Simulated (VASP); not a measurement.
# Cu (P2_1/m) in VASP: further runs

The runs below take Cu through single point, relaxation of cell and atoms, with PBE.

Program: VASP 6.6.1. These are calculated values, not measurements. Logs are shortened: lines on timing, memory, paths and dates and some standing lists are left out, and cuts for length are marked.

## 1. The cell of the first run

The structure is monoclinic, space group P2_1/m (No. 11). The conventional cell has a = 2.525 Å, b = 2.657 Å, c = 3.523 Å, α = 90.00°, β = 95.09°, γ = 90.00°. Within 2.9 Å of Cu (site symmetry m) lie 12 Cu at 2.15 to 2.83 Å.

## 2. Single point, PBE

File INCAR:

```
SYSTEM = Cu
  PREC = Accurate
  ENCUT = 520
  EDIFF = 1E-6
  ISMEAR = 0
  SIGMA = 0.1
  LREAL = .FALSE.
  LASPH = .TRUE.
  NELM = 100
  ALGO = Normal
  ISIF = 2
  LWAVE = .FALSE.
  LCHARG = .FALSE.
  GGA = PE
  NBANDS = 18
```

File KPOINTS:

```
regular mesh
0
G
  6 6 6
  0 0 0
```

File POSCAR:

```
Cu
1.0
    2.5253148000      0.0000000000      0.0000000000
    0.0000000000      2.6569424500      0.0000000000
   -0.3127232200      0.0000000000      3.5092790200
Cu
2
Direct
    0.8437147900      0.7500000000      0.7779575000
    0.1562852100      0.2500000000      0.2220425000
```

Potentials or basis: VASP PAW PBE potentials, release 64 (Cu).

Launch:

```bash
$ cat potpaw_PBE.64/Cu/POTCAR > POTCAR
$ mpirun -np 1 vasp_std > vasp.out
```

OUTCAR:

```text
SYSTEM = Cu
   PREC = Accurate
   ENCUT = 520
   EDIFF = 1E-6
   ISMEAR = 0
   LREAL = .FALSE.
   LASPH = .TRUE.
   NELM = 100
   ISIF = 2
   GGA = PE

 ion  position               nearest neighbor table
   1  0.844  0.750  0.778-   2 2.15   2 2.15   2 2.55   2 2.55   2 2.78   2 2.78
   2  0.156  0.250  0.222-   1 2.15   1 2.15   1 2.55   1 2.55   1 2.78   1 2.78

  LATTYP: Found a simple monoclinic cell.
 ALAT       =     2.5253148000
 B/A-ratio  =     1.0521232640
 C/A-ratio  =     1.3951469955
 COS(beta)  =    -0.0887615009

  Lattice vectors:

 A1 = (   2.5253148000,   0.0000000000,   0.0000000000)
 A2 = (   0.0000000000,   2.6569424500,   0.0000000000)
 A3 = (  -0.3127232200,   0.0000000000,   3.5092790200)

Analysis of symmetry for initial positions (statically):
=====================================================================
 Subroutine PRICEL returns:
 Original cell was already a primitive cell.

 Routine SETGRP: Setting up the symmetry group for a
 simple monoclinic supercell.

 Subroutine GETGRP returns: Found  4 space group operations
 (whereof  2 operations were pure point group operations)
 out of a pool of  4 trial point group operations.

The static configuration has the point symmetry S_2 .
 The point group associated with its full space group is C_2h.

Analysis of symmetry for dynamics (positions and initial velocities):
=====================================================================
 Subroutine PRICEL returns:
 Original cell was already a primitive cell.

 Routine SETGRP: Setting up the symmetry group for a
 simple monoclinic supercell.

 Subroutine GETGRP returns: Found  4 space group operations
 (whereof  2 operations were pure point group operations)
 out of a pool of  4 trial point group operations.

The dynamic configuration has the point symmetry S_2 .
 The point group associated with its full space group is C_2h.

 Subroutine INISYM returns: Found  4 space group operations
 (whereof  2 operations are pure point group operations),
 and found     1 'primitive' translations

----------------------------------------------------------------------------------------

                                     Primitive cell

  volume of cell :      23.5459

  direct lattice vectors                    reciprocal lattice vectors
     2.525314800  0.000000000  0.000000000     0.395990235  0.000000000  0.035287972
     0.000000000  2.656942450  0.000000000     0.000000000  0.376372473  0.000000000
    -0.312723220  0.000000000  3.509279020     0.000000000  0.000000000  0.284958818

  length of vectors
     2.525314800  2.656942450  3.523185356     0.397559438  0.376372473  0.284958818

  position of ions in fractional coordinates (direct lattice)
     0.843714790  0.750000000  0.777957500
     0.156285210  0.250000000  0.222042500

  ion indices of the primitive-cell ions
   primitive index   ion index
                 1           1
                 2           2

----------------------------------------------------------------------------------------

 KPOINTS: regular mesh

Automatic generation of k-mesh.
 Grid dimensions read from file:
 generate k-points for:    6    6    6

 Generating k-lattice:

  Cartesian coordinates                     Fractional coordinates (reciprocal lattice)
     0.065998372  0.000000000  0.005881329     0.166666667  0.000000000 -0.000000000
     0.000000000  0.062728745  0.000000000     0.000000000  0.166666667  0.000000000
     0.000000000  0.000000000  0.047493136     0.000000000  0.000000000  0.166666667

  Length of vectors
     0.066259906  0.062728745  0.047493136

  Shift w.r.t. Gamma in fractional coordinates (k-lattice)
     0.000000000  0.000000000  0.000000000

 Subroutine IBZKPT returns following result:
 ===========================================

 Found     80 irreducible k-points:

 Following reciprocal coordinates:
            Coordinates               Weight
  0.000000  0.000000  0.000000      1.000000
  0.166667  0.000000  0.000000      2.000000
  0.333333  0.000000 -0.000000      2.000000
  0.500000  0.000000 -0.000000      1.000000
  0.000000  0.166667  0.000000      2.000000
  0.166667  0.166667  0.000000      4.000000
[... 16 lines left out ...]
  0.000000  0.166667  0.166667      4.000000
  0.166667  0.166667  0.166667      4.000000
 [... further k-points ...]
   k-points           NKPTS =     80   k-points in BZ     NKDIM =     80   number of bands    NBANDS=     18
   number of dos      NEDOS =    301   number of ions     NIONS =      2
   total plane-waves  NPLWV =  11200
   dimension x,y,z NGX =    20 NGY =   20 NGZ =   28
   dimension x,y,z NGXF=    40 NGYF=   40 NGZF=   56
   ions per type =               2
   NGX,Y,Z   is equivalent  to a cutoff of  13.17, 12.51, 13.21 a.u.
   NGXF,Y,Z  is equivalent  to a cutoff of  26.33, 25.03, 26.42 a.u.
 SYSTEM =  Cu
   PREC   = accura    normal or accurate (medium, high low for compatibility)
   ISTART =      0    job   : 0-new  1-cont  2-samecut
   ICHARG =      2    charge: 1-file 2-atom 10-const
   ISPIN  =      1    spin polarized calculation?
   LNONCOLLINEAR =      F non collinear calculations
   LSORBIT =      F    spin-orbit coupling
   LASPH  =      T    aspherical Exc in radial PAW
   ENCUT  =  520.0 eV  38.22 Ry    6.18 a.u.   4.70  4.94  6.55*2*pi/ulx,y,z
   NELM   =    100;   NELMIN=  2; NELMDL= -5     # of ELM steps
   EDIFF  = 0.1E-05   stopping-criterion for ELM
   LREAL  =      F    real-space projection
   EDIFFG = 0.1E-04   stopping-criterion for IOM
   NSW    =      0    number of steps for IOM
   IBRION =     -1    ionic relax: 0-MD 1-quasi-New 2-CG
   NFREE  =      0    steps in history (QN), initial steepest desc. (CG)
   ISIF   =      2    stress and relaxation
   ISYM   =      2    0-nonsym 1-usesym 2-fastsym
   POTIM  = 0.5000    time-step for ionic-motion
   TEBEG  =    0.0;   TEEND  =   0.0 temperature during run
   PSTRESS=    0.0 pullay stress
   NELECT =      22.0000    total number of electrons
   NUPDOWN=      -1.0000    fix difference up-down
   EMIN   =  10.00;   EMAX   =-10.00  energy-range for DOS
   EFERMI =   0.00;   METHOD = LEGACY
   ISMEAR =     0;   SIGMA  =   0.10  broadening in eV -4-tet -1-fermi 0-gaus
   EFERMI_NEDOS =   21; number of points for ismear=-14 and -15
   IALGO  =     38    algorithm
   IMIX   =      4    mixing-type and parameters
     AMIX     =   0.40;   BMIX     =  1.00
     AMIX_MAG =   1.60;   BMIX_MAG =  1.00
  volume/ion in A,a.u.               =      11.77        79.45
  Fermi-wavevector in a.u.,A,eV,Ry     =   1.600456  3.024424 34.850792  2.561461
  Thomas-Fermi vector in A             =   2.697589
   LORBIT       =      0    0 simple, 1 ext, 2 COOP (PROOUT), +10 PAW based schemes
   GGA     = PE    functional components
   LHFCALC =     F    Hartree Fock is set to
   AEXX    =    0.0000 exact exchange contribution
   IVDW    =     0    specifies the selected vdW correction
   LEPSILON=     F    determine dielectric tensor
   LRPA    =     F    only Hartree local field effects (RPA)
 non-spin polarized calculation
 Gauss-broadening in eV      SIGMA  =   0.10
  energy-cutoff  :      520.00
  volume of cell :       23.55
 maximum number of plane-waves:       646
   NGX =  9   NGY =  9   NGZ = 13

 number of electron      22.0000018 magnetization

 Free energy of the ion-electron system (eV)
  ---------------------------------------------------
  ext. energy  EPLUGINS =         0.00000000
  ---------------------------------------------------
  free energy    TOTEN  =        -6.64518146 eV

  energy without entropy =       -6.64276239  energy(sigma->0) =       -6.64397192

 E-fermi :   7.7220     XC(G=0): -12.6872

 val. band max:        7.5921371333   @ k =   0.3333   0.3333   0.3333
 cond. band min:       7.7419635964   @ k =   0.3333   0.1667   0.5000
 fundamental gap:      0.1498264631
 Fermi energy:         7.7220355569

 k-point     1 :       0.0000    0.0000    0.0000
  band No.  band energies     occupation
      1      -1.7221      2.00000
      2       2.4905      2.00000
      3       3.3486      2.00000
      4       3.7788      2.00000
      5       3.9966      2.00000
      6       5.1639      2.00000
[... 10 lines left out ...]
     17      25.6899      0.00000
     18      30.4315      0.00000

 k-point     2 :       0.1667    0.0000    0.0000
  band No.  band energies     occupation
      1      -1.0443      2.00000
      2       2.6803      2.00000
      3       3.4799      2.00000
      4       3.8501      2.00000
      5       4.2913      2.00000
      6       4.8979      2.00000
[... 10 lines left out ...]
     17      26.3147      0.00000
     18      30.5080      0.00000

 k-point     3 :       0.3333    0.0000   -0.0000
  band No.  band energies     occupation
      1       0.7795      2.00000
      2       3.0502      2.00000
      3       3.5970      2.00000
      4       3.9950      2.00000
      5       4.3223      2.00000
      6       4.5080      2.00000
[... 10 lines left out ...]
     17      25.2010      0.00000
     18      26.2475      0.00000

 k-point     4 :       0.5000    0.0000   -0.0000
  band No.  band energies     occupation
      1       2.3622      2.00000
      2       3.0842      2.00000
      3       3.5727      2.00000
      4       4.0665      2.00000
      5       4.1401      2.00000
      6       4.4085      2.00000
[... 375 lines left out ...]
      4       3.8467      2.00000
      5       4.0137      2.00000
      6       5.0235      2.00000
[... 10 lines left out ...]
     17      25.1423      0.00000
     18      30.3621      0.00000

 k-point    23 :       0.0000    0.1667    0.1667
  band No.  band energies     occupation
      1      -0.7606      2.00000
      2       2.8510      2.00000
      3       3.3859      2.00000
      4       3.7657      2.00000
      5       4.0069      2.00000
      6       4.8402      2.00000
[... 10 lines left out ...]
     17      25.6476      0.00000
     18      29.7843      0.00000

 k-point    24 :       0.1667    0.1667    0.1667
  band No.  band energies     occupation
      1      -0.0298      2.00000
      2       3.0320      2.00000
      3       3.4642      2.00000
      4       3.7882      2.00000
      5       4.3192      2.00000
      6       4.6000      2.00000
[... 10 lines left out ...]
     17      27.6925      0.00000
     18      30.0817      0.00000

 [... further k-points ...]
[... 5 lines left out ...]
  --------------------------------------------------------------------------------------
  -------------------------------------------------------------------------------------
  Total        0.4300312      3.3053566      4.6103786      0.0000000      0.0000000      2.0790346
  in kB       29.2613935    224.9123619    313.7123427      0.0000000      0.0000000    141.4675143
  external PRESSURE =     189.2953661 kB  Pullay stress =       0.0000000 kB

 VOLUME and BASIS-vectors are now :
 -----------------------------------------------------------------------------
  energy-cutoff  :      520.00
  volume of cell :       23.55
      direct lattice vectors                 reciprocal lattice vectors
     2.525314800  0.000000000  0.000000000     0.395990235  0.000000000  0.035287972
     0.000000000  2.656942450  0.000000000     0.000000000  0.376372473  0.000000000
    -0.312723220  0.000000000  3.509279020     0.000000000  0.000000000  0.284958818

 POSITION                                       TOTAL-FORCE (eV/Angst)
 -----------------------------------------------------------------------------------
      1.88736      1.99271      2.73007        -1.819291      0.000000     -3.273257
      0.32523      0.66424      0.77921         1.819291     -0.000000      3.273257
 -----------------------------------------------------------------------------------
    total drift:                                0.000000      0.000000     -0.000000

  FREE ENERGIE OF THE ION-ELECTRON SYSTEM (eV)
  ---------------------------------------------------
  free  energy   TOTEN  =        -6.6451814590 eV

  energy  without entropy=       -6.6427623882  energy(sigma->0) =       -6.64397192
```

Wall time 42 s (1 thread of Intel Xeon 8259CL, shared host); peak memory 0.15 GiB.

What came out:

* Free energy: -6.6452 eV
* Pressure: 18.9 GPa
* Largest force: 3.745 eV/Å
* Band gap on the k mesh: zero (bands 11 and 12 overlap by 6.88 eV)

Forces on the atoms (eV/Å):
```
Cu  -1.819  0.000 -3.273
Cu   1.819  0.000  3.273
```

Caveat: the k points lie up to 0.42 Å⁻¹ apart, too coarse for converged energies and pressures of a metal; forces of over 1 eV/Å act on the atoms, so gaps and moduli don't describe the material at rest.

## 3. Relaxation of cell and atoms, PBE

File INCAR:

```
ALGO = Fast ; EDIFF = 1E-6
EDIFFG = -0.04 ; ENCUT = 600
GGA = PE ; IBRION = 2
ISIF = 3 ; ISMEAR = 0
LASPH = True ; LCHARG = False
LREAL = False ; LWAVE = False
NELM = 60 ; NSW = 90
PREC = Accurate ; SIGMA = 0.1
```

File KPOINTS:

```
k-points
0
Gamma
  6 6 6
```

POSCAR is that of step 2.

Potentials or basis: VASP PAW PBE potentials, release 64 (Cu).

Launch:

```bash
$ cat potpaw_PBE.64/Cu/POTCAR > POTCAR
$ mpirun -np 1 vasp_std > vasp.out
```

Run time: 13 min. Hardware: 1 thread of Intel Xeon 8259CL, shared host; peak memory 0.17 GiB.

Results (log left out):

| Property | Result |
| --- | --- |
| Free energy | -7.4166 eV |
| Relaxed volume | 12.04 Å³/atom |
| Relaxed cell | a = 2.536 Å, b = 2.544 Å, c = 3.732 Å, α = 90.00°, β = 90.11°, γ = 90.00° |
| Space group after relaxing (to 0.1 Å) | Fm-3m (No. 225) |
| Energy gained by relaxing | 385.6 meV/atom |
| Ionic steps | 18 |
| Pressure after relaxing | 0.0 GPa |
| Largest force after relaxing | 0.022 eV/Å |
| Band gap on the k mesh | zero (bands 11 and 12 overlap by 8.01 eV) |

Forces on the atoms (eV/Å):
```
Cu  -0.015  0.000 -0.017
Cu   0.015  0.000  0.017
```

Stress tensor (GPa, compression positive):
```
 0.22  0.00  0.21
 0.00 -0.02  0.00
 0.21  0.00 -0.20
```

Step by step:
```tsv
step	energy change (eV)	largest force (eV/Å)	pressure (GPa)	volume (Å³)
1	0.0000	3.7445	19.30	23.55
2	-0.4232	0.5503	-12.57	28.59
3	-0.5635	0.6090	-6.83	26.36
4	-0.5638	0.6284	-6.46	26.30
5	-0.5638	0.6471	-6.23	26.24
6	-0.6479	0.6363	-0.85	24.77
7	-0.6629	0.7152	6.16	23.45
8	-0.6662	0.6830	3.90	23.83
9	-0.7274	0.4438	2.30	23.80
10	-0.7515	0.1928	2.80	23.69
11	-0.7581	0.1958	2.95	23.73
12	-0.7649	0.0530	-2.52	24.60
13	-0.7666	0.0990	-2.21	24.30
14	-0.7663	0.1162	-0.70	24.21
15	-0.7665	0.0998	-0.73	24.25
16	-0.7665	0.0968	-1.36	24.28
17	-0.7710	0.0200	-0.06	24.12
18	-0.7713	0.0224	0.00	24.07
```

Final structure:
```
Cu
1.0
     2.53345    0.00000    0.10570
     0.00000    2.54377    0.00000
    -0.16305    0.00000    3.72861
Cu
2
Direct
  0.75120 0.75000 0.75032
  0.24880 0.25000 0.24968
```

Levels at points of the mesh, in eV from the Fermi level:
```csv
k point,band 7,band 8,band 9,band 10,band 11,band 12,band 13,band 14,band 15
"(0.00, 0.00, 0.00)",-2.31,-2.14,-1.69,-1.54,-1.54,0.94,6.27,13.41,13.56
"(0.50, 0.00, 0.00)",-2.53,-2.53,-2.19,-2.18,-0.26,-0.24,9.20,9.25,10.19
"(0.00, 0.50, 0.00)",-2.51,-2.51,-2.18,-2.18,-0.28,-0.28,9.19,9.19,10.18
"(0.50, 0.50, 0.00)",-1.59,-1.59,-1.48,-1.48,1.73,1.73,7.26,7.26,12.54
"(0.00, 0.00, 0.50)",-2.34,-2.33,-2.33,-2.32,-1.92,-1.92,17.07,17.15,17.16
"(0.50, 0.00, 0.50)",-1.71,-1.71,-1.63,-1.63,-1.00,-0.97,3.62,3.66,20.21
"(0.00, 0.50, 0.50)",-1.71,-1.71,-1.64,-1.64,-1.01,-1.01,3.59,3.59,20.22
"(0.50, 0.50, 0.50)",-2.27,-2.27,-1.48,-1.48,6.09,6.09,6.12,6.12,8.38
```

Caveat: the k points lie up to 0.41 Å⁻¹ apart in the final cell, too coarse for converged energies and pressures of a metal.
